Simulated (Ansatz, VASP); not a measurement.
**One calculation of Zr, two programs**

```
CELL_PARAMETERS angstrom
-1.77380 1.81000 1.81000
1.81000 -1.77380 1.81000
1.81000 1.81000 -1.77380
ATOMIC_POSITIONS crystal
Zr 0.00000 0.00000 0.00000
```

Change from the starting cell: equal xy, yz and zx shear strains of +2 %, crystal datasets.

Alike in both runs: task electric field gradients; functional PBEsol; k mesh 14 × 14 × 14; occupations fermi-dirac, width 0.08 eV; no spin polarisation.

```csv
,VASP,Ansatz
version,VASP 6.6.1,Ansatz 0.2.0
potentials or method,"VASP PAW PBE potentials, release 64 (Zr_sv), cutoff 520 eV","all-electron PAW with datasets made for the crystal, scalar-relativistic"
```

|  | VASP | Ansatz | Ansatz less VASP |
| --- | --- | --- | --- |
| pressure (GPa) | -6.6 | -6.6 | -0.04 |
| traceless stress, the component that is largest in VASP (GPa) | -0.59 | -0.59 | +0.003 |
| size of Vzz on the site where it differs most (V/Å²) | 20.6 | 19.3 | -1.33 |

VASP's potentials were made for PBE, not for PBEsol. Ansatz ran all-electron here, and VASP with PAW potentials.
